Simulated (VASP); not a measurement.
Wanted: the native input for a VASP 6.6.1 run.

```yaml
Task: single point
Functional: LDA
Potentials_or_basis: VASP PAW LDA potentials, release 64 (Al)
Cutoff: 520 eV
k_mesh: 18 × 18 × 10
Occupations: gaussian, width 0.15 eV
Spin: no spin polarisation
Dipole_correction: no
Further_INCAR_settings: ALGO = Normal; EDIFF = 1e-07; NBANDS = 10
```

The structure of Al lies in POSCAR:

```
Al
1.0
    2.7394000000      0.0000000000      0.0000000000
   -1.3697000000      2.3723899911      0.0000000000
    0.0000000000      0.0000000000      4.7448000000
Al
2
Direct
    0.6666666667      0.3333333333      0.7500000000
    0.3333333333      0.6666666667      0.2500000000
```

This isn't the form of Al at room conditions, which is fcc.

These files were run (other wordings do the same):

INCAR

```
SYSTEM = Al
PREC = Accurate ; ENCUT = 520
EDIFF = 1E-7 ; ISMEAR = 0
SIGMA = 0.15 ; LREAL = .False.
LASPH = .True. ; NELM = 60
ALGO = Normal ; ISIF = 2
LWAVE = .False. ; LCHARG = .False.
GGA = CA ; NBANDS = 10
```

KPOINTS

```
Automatic mesh
0
Gamma
  18 18 10
  0 0 0
```

Potentials or basis: VASP PAW LDA potentials, release 64 (Al).

Launch:

```bash
$ cat potpaw_LDA.64/Al/POTCAR > POTCAR
$ mpirun -np 1 vasp_std > vasp.out
```

Results of the run:

```
Pressure               : 3.3 GPa
Band gap on the k mesh : zero (bands 3 and 4 overlap by 6.97 eV)
```

Caveat: the cell stands under pressure.

Wall time 37 s on 1 thread of Intel Xeon 8259CL, on a shared host, peak memory 0.16 GiB.
